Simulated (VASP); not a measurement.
Write the native input for VASP 6.6.1 that does the following.

- Task: single point
- Functional: PBE
- Potentials or basis: VASP PAW PBE potentials, release 64 (Si, Ni)
- Cutoff: 600 eV
- k mesh: 4 × 4 × 4
- Occupations: fermi-dirac, width 0.5 eV
- Spin: no spin polarisation
- Dipole correction: no
- Further INCAR settings: ALGO = Normal; EDIFF = 1e-06; NBANDS = 70

The structure of SiNi lies in POSCAR:

```
SiNi
1.0
    0.0000000000      3.3651339829      5.7333422532
    5.1836640550      0.0000000000      5.7333422532
    5.1836640550      3.3651339829      0.0000000000
Si Ni
8 8
Direct
    0.2539320252      0.3257630216      0.4960679748
    0.7539320252      0.8257630216      0.9960679748
    0.2460679748      0.1742369784      0.0039320252
    0.7460679748      0.6742369784      0.5039320252
    0.1742369784      0.7460679748      0.5757630216
    0.6742369784      0.2460679748      0.0757630216
    0.3257630216      0.7539320252      0.9242369784
    0.8257630216      0.2539320252      0.4242369784
    0.2157668322      0.4746158589      0.0342331678
    0.7157668322      0.9746158589      0.5342331678
    0.2842331678      0.0253841411      0.4657668322
    0.7842331678      0.5253841411      0.9657668322
    0.0253841411      0.7842331678      0.2246158589
    0.5253841411      0.2842331678      0.7246158589
    0.4746158589      0.7157668322      0.2753841411
    0.9746158589      0.2157668322      0.7753841411
```

One way to write it, as run:

INCAR

```
  PREC = Accurate
  ENCUT = 600
  EDIFF = 1E-6
  ISMEAR = -1
  SIGMA = 0.5
  LREAL = False
  LASPH = True
  NELM = 120
  ALGO = Normal
  ISIF = 2
  LWAVE = False
  LCHARG = False
  GGA = PE
  NBANDS = 70
  GGA_COMPAT = False
```

KPOINTS

```
Automatic mesh
0
Gamma
  4 4 4
```

Potentials or basis: VASP PAW PBE potentials, release 64 (Si, Ni).

The run is started by

```sh
$ cat potpaw_PBE.64/Si/POTCAR potpaw_PBE.64/Ni/POTCAR > POTCAR
$ mpirun -np 1 vasp_std > vasp.out
```

Results of the run:

```yaml
Pressure: 0.0 GPa
Largest_force: 0.010 eV/Å
Band_gap_on_the_k_mesh: zero (bands 56 and 57 overlap by 0.49 eV)
```

Caveat: so wide a smearing shifts energies and pressures.

Wall time 14 min on 1 thread of Oxide Virtual Turin-like Processor, with other jobs on the host, peak memory 0.52 GiB.
